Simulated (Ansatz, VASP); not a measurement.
## One calculation of AlCu3, two programs

```
Al Cu
1.0
     3.63187    0.00000    0.00000
     0.00000    3.63187    0.00000
     0.00000    0.00000    3.63187
Al Cu
1 3
Direct
  0.01362 0.00000 0.00000
  0.50743 0.50000 0.00000
  0.50743 0.00000 0.50000
  0.97935 0.50000 0.50000
```

Change from the starting cell: mode 7 (198.7 1/cm) frozen in, largest displacement +0.075 Å.

Alike in both runs: task single point; functional PBEsol; k mesh 14 × 14 × 14; occupations gaussian, width 0.15 eV; no spin polarisation.

|  | VASP | Ansatz |
| --- | --- | --- |
| version | VASP 6.6.1 | Ansatz 0.2.0 |
| potentials or method | VASP PAW PBE potentials, release 64 (Al, Cu), cutoff 520 eV | scalar-relativistic, plane waves, PAW |
| valence electrons in the cell | 36 | 60 |

Ansatz gave:

| Property | Result |
| --- | --- |
| gap on the k mesh at the Fermi level (eV) | none |
| pressure (GPa) | 0.5 |
| rms of the force components (eV/Å) | 0.233 |

Problem. Estimate VASP's values.

Solution. gap on the k mesh at the Fermi level (eV): none; pressure (GPa): 1.0; rms of the force components (eV/Å): 0.232.

VASP's potentials were made for PBE, not for PBEsol. Atom by atom the forces differ by 0.000 eV/Å (rms over components). A gap of «none» marks a metal or a gap that the smearing closes. VASP's potentials hold 36 valence electrons a cell and Ansatz's 60, so a difference there can come from the potentials and not from the codes.
